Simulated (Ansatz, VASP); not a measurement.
## SiGe in VASP and in Ansatz

Contents of POSCAR:

```
SiGe
1.0
    4.2058633185      0.0000000000      0.0000000000
   -2.1029316593      3.6423844787      0.0000000000
    0.0000000000      0.0000000000      5.5616125413
Si Ge
2 2
Direct
    0.6666666667      0.3333333333      0.8744661518
    0.3333333333      0.6666666667      0.3744661518
    0.6666666667      0.3333333333      0.5005328482
    0.3333333333      0.6666666667      0.0005328482
```

Contents of INCAR.step1:

```
SYSTEM = SiGe
PREC = Accurate ; ENCUT = 520
ISMEAR = 0 ; SIGMA = 0.05
LREAL = .False. ; LASPH = .True.
NELM = 60 ; NBANDS = 26
GGA = PE ; ALGO = Normal
EDIFF = 1E-4 ; LWAVE = .True.
LCHARG = .False.
```

Contents of INCAR.step2:

```
SYSTEM = SiGe
PREC = Accurate ; ENCUT = 520
EDIFF = 1E-7 ; ISMEAR = 0
SIGMA = 0.05 ; LREAL = .False.
LASPH = .True. ; NELM = 60
ALGO = Normal ; ISIF = 2
LWAVE = .False. ; LCHARG = .False.
METAGGA = R2SCAN ; LMIXTAU = .True.
NBANDS = 26 ; ISTART = 1
```

KPOINTS

```
regular mesh
0
Gamma
  12 12 6
  0 0 0
```

Input for Ansatz:

```yaml
crystal:
  lattice:
    - [4.2058633185, 0.0, 0.0]
    - [-2.1029316593, 3.6423844787, 0.0]
    - [0.0, 0.0, 5.5616125413]
  atoms:
    - { symbol: Si, position: [0.6666666667, 0.3333333333, 0.8744661518] }
    - { symbol: Si, position: [0.3333333333, 0.6666666667, 0.3744661518] }
    - { symbol: Ge, position: [0.6666666667, 0.3333333333, 0.5005328482] }
    - { symbol: Ge, position: [0.3333333333, 0.6666666667, 0.0005328482] }
basis:
  ecutwfc: 500
kpoints:
  mp_grid: { grid: [12, 12, 6] }
hamiltonian:
  xc: r2scan
scf:
  occupations: { method: gaussian, width: 0.05 }
output:
  forces: true
  stress: true
  eigenvalues: true
```

Alike in both runs: task single point; functional r2SCAN; k mesh 12 × 12 × 6; occupations gaussian, width 0.05 eV; no spin polarisation.

```csv
,VASP,Ansatz
version,VASP 6.6.1,Ansatz 0.2.0
potentials or method,"VASP PAW PBE potentials, release 64 (Si, Ge_d), cutoff 520 eV","scalar-relativistic, plane waves, PAW"
valence electrons in the cell,36,36
```

VASP gave:

```
gap on the k mesh at the Fermi level (eV)                     : none
pressure (GPa)                                                : 8.4
traceless stress, the component that is largest in VASP (GPa) : 41.69
rms of the force components (eV/Å)                            : 2.541
```

Q: What did Ansatz give for the same quantities?

A: gap on the k mesh at the Fermi level (eV): none; pressure (GPa): 8.4; traceless stress, the component that is largest in VASP (GPa): 41.75; rms of the force components (eV/Å): 2.551.

VASP's potentials were made for PBE, not for r2SCAN. Atom by atom the forces differ by 0.009 eV/Å (rms over components). A gap of «none» marks a metal or a gap that the smearing closes. The functional is the same, so the differences come from potentials, cutoffs and numerics.
